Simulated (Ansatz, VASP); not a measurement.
# CaTl3Ir in VASP and in Ansatz

Contents of INCAR:

```
SYSTEM = CaTl3Ir
  PREC = Accurate
  ENCUT = 520
  EDIFF = 1E-6
  ISMEAR = 1
  SIGMA = 0.0185
  LREAL = .False.
  LASPH = .True.
  NELM = 100
  ALGO = Normal
  ISIF = 2
  LWAVE = .False.
  LCHARG = .False.
  GGA = PS
  IVDW = 13
  NBANDS = 69
```

The input KPOINTS:

```
regular mesh
0
Gamma
  5 5 2
  0 0 0
```

File POSCAR:

```
CaTl3Ir
1.0
    3.9825040000      0.0000000000      0.0000000000
    1.9912520000     -6.2419590000      0.0000000000
    0.0000000000      0.0000000000     -9.2397830000
Ca Ir Tl
2 2 6
Direct
    0.7492000000      0.5016000000      0.7500000000
    0.2508000000      0.4984000000      0.2500000000
    0.0000000000      0.0000000000      0.0000000000
    0.0000000000      0.0000000000      0.5000000000
    0.0779000000      0.8442000000      0.7500000000
    0.9221000000      0.1558000000      0.2500000000
    0.3658000000      0.2684000000      0.5548000000
    0.6342000000      0.7316000000      0.0548000000
    0.6342000000      0.7316000000      0.4452000000
    0.3658000000      0.2684000000      0.9452000000
```

Input for Ansatz:

```yaml
crystal:
  lattice:
    - [3.982504, 0.0, 0.0]
    - [1.991252, -6.241959, 0.0]
    - [0.0, 0.0, -9.239783]
  atoms:
    - { symbol: Ca, position: [0.7492, 0.5016, 0.75] }
    - { symbol: Ca, position: [0.2508, 0.4984, 0.25] }
    - { symbol: Ir, position: [0.0, 0.0, 0.0] }
    - { symbol: Ir, position: [0.0, 0.0, 0.5] }
    - { symbol: Tl, position: [0.0779, 0.8442, 0.75] }
    - { symbol: Tl, position: [0.9221, 0.1558, 0.25] }
    - { symbol: Tl, position: [0.3658, 0.2684, 0.5548] }
    - { symbol: Tl, position: [0.6342, 0.7316, 0.0548] }
    - { symbol: Tl, position: [0.6342, 0.7316, 0.4452] }
    - { symbol: Tl, position: [0.3658, 0.2684, 0.9452] }
  symmetry: { tolerance: 0.0003 }
kpoints:
  mp_grid: { grid: [5, 5, 2], shift: [0, 0, 0] }
magnetization:
  spin_polarized: false
scf:
  occupations: { method: methfessel_paxton, width: 0.0185 }
  initial_density: { chi_scale: 0.0 }
hamiltonian:
  pseudopotentials: { kind: paw }
  xc: pbesol
  dispersion: d4
basis:
  ecutwfc: 420
output:
  forces: true
  stress: true
  eigenvalues: true
```

Alike in both runs: task single point; functional PBEsol; dispersion D4; k mesh 5 × 5 × 2; occupations methfessel-paxton of order 1, width 0.0185 eV; no spin polarisation.

|  | VASP | Ansatz |
| --- | --- | --- |
| version | VASP 6.6.1 | Ansatz 0.2.0 |
| potentials or method | VASP PAW PBE potentials, release 64 (Ca_sv, Ir, Tl_d), cutoff 520 eV | PAW plane waves |
| valence electrons in the cell | 116 | 132 |

VASP gave:

| Property | Result |
| --- | --- |
| gap on the k mesh at the Fermi level (eV) | none |
| pressure (GPa) | 10.5 |
| traceless stress, the component that is largest in VASP (GPa) | 3.96 |
| rms of the force components (eV/Å) | 0.354 |

Problem. Which values does Ansatz return?

Solution. gap on the k mesh at the Fermi level (eV): none; pressure (GPa): 10.4; traceless stress, the component that is largest in VASP (GPa): 3.95; rms of the force components (eV/Å): 0.350.

VASP's potentials were made for PBE, not for PBEsol. Atom by atom the forces differ by 0.005 eV/Å (rms over components). A gap of «none» marks a metal or a gap that the smearing closes. VASP's potentials hold 116 valence electrons a cell and Ansatz's 132, so a difference there can come from the potentials and not from the codes.

Neither program's run includes spin-orbit coupling.
